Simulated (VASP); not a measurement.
# PtSe2 (P-3m1) in VASP: notebook

The runs below take PtSe2 through single point, with PBE.

Program: VASP 6.6.1. These are calculated values, not measurements. Logs are shortened: lines on timing, memory, paths and dates and some standing lists are left out, and cuts for length are marked.

## (1) The cell of the first run

The structure is trigonal, space group P-3m1 (No. 164). Conventional cell: a = 3.961 Å, b = 3.961 Å, c = 5.857 Å, α = 90.00°, β = 90.00°, γ = 120.00°. Within 3.4 Å of Pt (site symmetry -3m) lie 6 Se at 2.57 Å. Se (site symmetry 3m) has 3 Pt at 2.57 Å and 3 Se at 3.28 Å within 3.4 Å.

## (2) Single point, PBE

Contents of INCAR:

```
SYSTEM = PtSe2
PREC = Accurate
ENCUT = 520
EDIFF = 1E-6
ISMEAR = 0
SIGMA = 0.05
LREAL = .False.
LASPH = .True.
NELM = 60
ALGO = Normal
ISIF = 2
LWAVE = .False.
LCHARG = .True.
GGA = PE
LELF = .True.
LVHAR = .True.
NBANDS = 18
```

Contents of KPOINTS:

```
regular mesh
0
Gamma
  12 12 6
  0 0 0
```

Contents of POSCAR:

```
PtSe2
1.0
    3.9605065244      0.0000000000      0.0000000000
   -1.9802532622      3.4298992619      0.0000000000
    0.0000000000      0.0000000000      5.8566798169
Pt Se
1 2
Direct
    0.0000000000      0.0000000000      0.0000000000
    0.3333333333      0.6666666667      0.2001869949
    0.6666666667      0.3333333333      0.7998130051
```

Potentials or basis: VASP PAW PBE potentials, release 64 (Pt, Se).

Launch:

```
$ cat potpaw_PBE.64/Pt/POTCAR potpaw_PBE.64/Se/POTCAR > POTCAR
$ mpirun -np 1 vasp_std > vasp.out
```

OUTCAR:

```text
SYSTEM = PtSe2
   PREC = Accurate
   ENCUT = 520
   EDIFF = 1E-6
   ISMEAR = 0
   LREAL = .False.
   LASPH = .True.
   NELM = 60
   ISIF = 2
   GGA = PE

 ion  position               nearest neighbor table
   1  0.000  0.000  0.000-   2 2.57   3 2.57   2 2.57   3 2.57   3 2.57   2 2.57
   2  0.333  0.667  0.200-   1 2.57   1 2.57   1 2.57
   3  0.667  0.333  0.800-   1 2.57   1 2.57   1 2.57

  LATTYP: Found a hexagonal cell.
 ALAT       =     3.9605065244
 C/A-ratio  =     1.4787703999

  Lattice vectors:

 A1 = (   3.9605065244,   0.0000000000,   0.0000000000)
 A2 = (  -1.9802532622,   3.4298992619,   0.0000000000)
 A3 = (   0.0000000000,   0.0000000000,   5.8566798169)

Analysis of symmetry for initial positions (statically):
=====================================================================
 Subroutine PRICEL returns:
 Original cell was already a primitive cell.

 Routine SETGRP: Setting up the symmetry group for a
 hexagonal supercell.

 Subroutine GETGRP returns: Found 12 space group operations
 (whereof 12 operations were pure point group operations)
 out of a pool of 24 trial point group operations.

The static configuration has the point symmetry D_3d.

Analysis of symmetry for dynamics (positions and initial velocities):
=====================================================================
 Subroutine PRICEL returns:
 Original cell was already a primitive cell.

 Routine SETGRP: Setting up the symmetry group for a
 hexagonal supercell.

 Subroutine GETGRP returns: Found 12 space group operations
 (whereof 12 operations were pure point group operations)
 out of a pool of 24 trial point group operations.

The dynamic configuration has the point symmetry D_3d.

 Subroutine INISYM returns: Found 12 space group operations
 (whereof 12 operations are pure point group operations),
 and found     1 'primitive' translations

----------------------------------------------------------------------------------------

                                     Primitive cell

  volume of cell :      79.5579

  direct lattice vectors                    reciprocal lattice vectors
     3.960506524  0.000000000  0.000000000     0.252492956  0.145776876  0.000000000
    -1.980253262  3.429899262  0.000000000     0.000000000  0.291553752  0.000000000
     0.000000000  0.000000000  5.856679817     0.000000000  0.000000000  0.170745206

  length of vectors
     3.960506524  3.960506524  5.856679817     0.291553752  0.291553752  0.170745206

  position of ions in fractional coordinates (direct lattice)
[... 78 lines left out ...]
   LASPH  =      T    aspherical Exc in radial PAW
   ENCUT  =  520.0 eV  38.22 Ry    6.18 a.u.   7.36  7.36 10.89*2*pi/ulx,y,z
   NELM   =     60;   NELMIN=  2; NELMDL= -5     # of ELM steps
   EDIFF  = 0.1E-05   stopping-criterion for ELM
   LREAL  =      F    real-space projection
   EDIFFG = 0.1E-04   stopping-criterion for IOM
   NSW    =      0    number of steps for IOM
   IBRION =     -1    ionic relax: 0-MD 1-quasi-New 2-CG
   NFREE  =      0    steps in history (QN), initial steepest desc. (CG)
   ISIF   =      2    stress and relaxation
   ISYM   =      2    0-nonsym 1-usesym 2-fastsym
   POTIM  = 0.5000    time-step for ionic-motion
   TEBEG  =    0.0;   TEEND  =   0.0 temperature during run
   PSTRESS=    0.0 pullay stress
   NELECT =      22.0000    total number of electrons
   NUPDOWN=      -1.0000    fix difference up-down
   EMIN   =  10.00;   EMAX   =-10.00  energy-range for DOS
   EFERMI =   0.00;   METHOD = LEGACY
   ISMEAR =     0;   SIGMA  =   0.05  broadening in eV -4-tet -1-fermi 0-gaus
   EFERMI_NEDOS =   21; number of points for ismear=-14 and -15
   IALGO  =     38    algorithm
   IMIX   =      4    mixing-type and parameters
     AMIX     =   0.40;   BMIX     =  1.00
     AMIX_MAG =   1.60;   BMIX_MAG =  1.00
  volume/ion in A,a.u.               =      26.52       178.96
  Fermi-wavevector in a.u.,A,eV,Ry     =   1.066566  2.015518 15.477494  1.137564
  Thomas-Fermi vector in A             =   2.202155
   LORBIT       =      0    0 simple, 1 ext, 2 COOP (PROOUT), +10 PAW based schemes
   GGA     = PE    functional components
   LHFCALC =     F    Hartree Fock is set to
   AEXX    =    0.0000 exact exchange contribution
   IVDW    =     0    specifies the selected vdW correction
   LEPSILON=     F    determine dielectric tensor
   LRPA    =     F    only Hartree local field effects (RPA)
 non-spin polarized calculation
 Gauss-broadening in eV      SIGMA  =   0.05
  energy-cutoff  :      520.00
  volume of cell :       79.56
 maximum number of plane-waves:      2170
 NGX is ok and might be reduce to    30

 number of electron      22.0000001 magnetization

 Free energy of the ion-electron system (eV)
  ---------------------------------------------------
  ext. energy  EPLUGINS =         0.00000000
  ---------------------------------------------------
  free energy    TOTEN  =       -14.10430281 eV

  energy without entropy =      -14.10430281  energy(sigma->0) =      -14.10430281

 E-fermi :   3.5356     XC(G=0):  -9.0619

 val. band max:        3.3563833747   @ k =   0.1667   0.0000   0.0000
 cond. band min:       3.7155705596   @ k =   0.0000   0.2500   0.1667
 fundamental gap:      0.3591871849
 Fermi energy:         3.5356061041

 k-point     1 :       0.0000    0.0000    0.0000
  band No.  band energies     occupation
      1     -11.0966      2.00000
      2      -8.9613      2.00000
      3      -2.3588      2.00000
      4      -2.3588      2.00000
      5      -1.9482      2.00000
      6       0.1147      2.00000
[... 481 lines left out ...]
      5      -1.6070      2.00000
      6      -0.3154      2.00000
[... 10 lines left out ...]
     17      11.4915      0.00000
     18      11.9923      0.00000

 [... further k-points ...]
[... 5 lines left out ...]
  --------------------------------------------------------------------------------------
  -------------------------------------------------------------------------------------
  Total       -3.1016761     -3.1016761      0.4176368      0.0000000      0.0000000      0.0000000
  in kB      -62.4630866    -62.4630866      8.4105763      0.0000000      0.0000000      0.0000000
  external PRESSURE =     -38.8385323 kB  Pullay stress =       0.0000000 kB

 VOLUME and BASIS-vectors are now :
 -----------------------------------------------------------------------------
  energy-cutoff  :      520.00
  volume of cell :       79.56
      direct lattice vectors                 reciprocal lattice vectors
     3.960506524  0.000000000  0.000000000     0.252492956  0.145776876  0.000000000
    -1.980253262  3.429899262  0.000000000     0.000000000  0.291553752  0.000000000
     0.000000000  0.000000000  5.856679817     0.000000000  0.000000000  0.170745206

 POSITION                                       TOTAL-FORCE (eV/Angst)
 -----------------------------------------------------------------------------------
      0.00000      0.00000      0.00000         0.000000      0.000000      0.000000
     -0.00000      2.28660      1.17243        -0.000000      0.000000      0.225569
      1.98025      1.14330      4.68425         0.000000     -0.000000     -0.225569
 -----------------------------------------------------------------------------------
    total drift:                               -0.000000      0.000000      0.000000

  FREE ENERGIE OF THE ION-ELECTRON SYSTEM (eV)
  ---------------------------------------------------
  free  energy   TOTEN  =       -14.1043028099 eV

  energy  without entropy=      -14.1043028089  energy(sigma->0) =      -14.10430281
```

Run time: 2.3 min. Hardware: 1 thread of Intel Xeon Platinum 8259CL at 2.50GHz (Skylake/Cascade Lake), shared host; peak memory 0.29 GiB.

Results:

```yaml
Free_energy: -14.1043 eV
Pressure: -3.9 GPa
Largest_force: 0.226 eV/Å
Band_gap_on_the_k_mesh: 0.36 eV, indirect (least direct gap 0.42 eV)
```

Forces on the atoms (eV/Å):
```
Pt   0.000  0.000  0.000
Se   0.000  0.000  0.226
Se   0.000  0.000 -0.226
```

Caveat: spin-orbit coupling is left out, which moves the levels of the heavy elements; this functional lacks dispersion, which binds the layers, so the pressure and a relaxed spacing across them are unreliable. A k mesh can miss the band edges.

## (3) Single point, PBE

This run uses another cell than the first one, of the same volume but with other edges.

Contents of INCAR:

```
ALGO = Normal ; EDIFF = 1E-6
ENCUT = 520 ; GGA = PE
ISIF = 2 ; ISMEAR = 0
LASPH = True ; LCHARG = True
LELF = True ; LREAL = False
LVHAR = True ; LWAVE = False
NBANDS = 18 ; NELM = 60
PREC = Accurate ; SIGMA = 0.05
```

Contents of KPOINTS:

```
k-points
0
Gamma
  12 12 6
```

Contents of POSCAR:

```
PtSe2
1.0
    3.5304491419      0.0000000000      0.0000000000
   -1.7652245710      3.0574586436      0.0000000000
    0.0000000000      0.0000000000      7.3704334439
Pt Se
1 2
Direct
    0.0000000000      0.0000000000      0.0000000000
    0.3333333333      0.6666666667      0.2001869949
    0.6666666667      0.3333333333      0.7998130051
```

Potentials or basis: VASP PAW PBE potentials, release 64 (Pt, Se).

Launch:

```
$ cat potpaw_PBE.64/Pt/POTCAR potpaw_PBE.64/Se/POTCAR > POTCAR
$ mpirun -np 1 vasp_std > vasp.out
```

It took 2.2 min on 1 thread of Intel Xeon Platinum 8259CL at 2.50GHz (Skylake/Cascade Lake), shared host; peak memory 0.29 GiB.

Results (log left out):

```
Free energy            : -14.0365 eV
Pressure               : 3.2 GPa
Largest force          : 0.449 eV/Å
Band gap on the k mesh : 0.64 eV, indirect (least direct gap 1.05 eV)
```

Forces on the atoms (eV/Å):
```
Pt   0.000  0.000  0.000
Se   0.000  0.000 -0.449
Se   0.000  0.000  0.449
```

Stress tensor (GPa, compression positive):
```
 6.13  0.00  0.00
 0.00  6.13  0.00
 0.00  0.00 -2.70
```

Levels at points of the mesh, in eV from the valence-band top:
```csv
k point,band 7,band 8,band 9,band 10,band 11,band 12,band 13,band 14,band 15,band 16
"(0.00, 0.00, 0.00)",-3.30,-2.32,-1.30,0.00,0.00,2.55,2.55,3.90,5.57,8.29
"(0.50, 0.00, 0.00)",-3.07,-2.44,-2.38,-1.96,-1.71,1.88,2.20,4.26,5.67,7.62
"(0.00, 0.00, 0.50)",-3.30,-2.10,-1.99,-0.01,-0.01,2.57,2.57,5.55,5.78,6.25
"(0.50, 0.00, 0.50)",-3.11,-2.44,-2.17,-1.97,-1.69,2.14,2.15,3.81,5.27,6.62
```

Caveat: spin-orbit coupling is left out, which moves the levels of the heavy elements; this functional lacks dispersion, which binds the layers, so the pressure and a relaxed spacing across them are unreliable. A k mesh can miss the band edges.

[end of part 1 of 2]
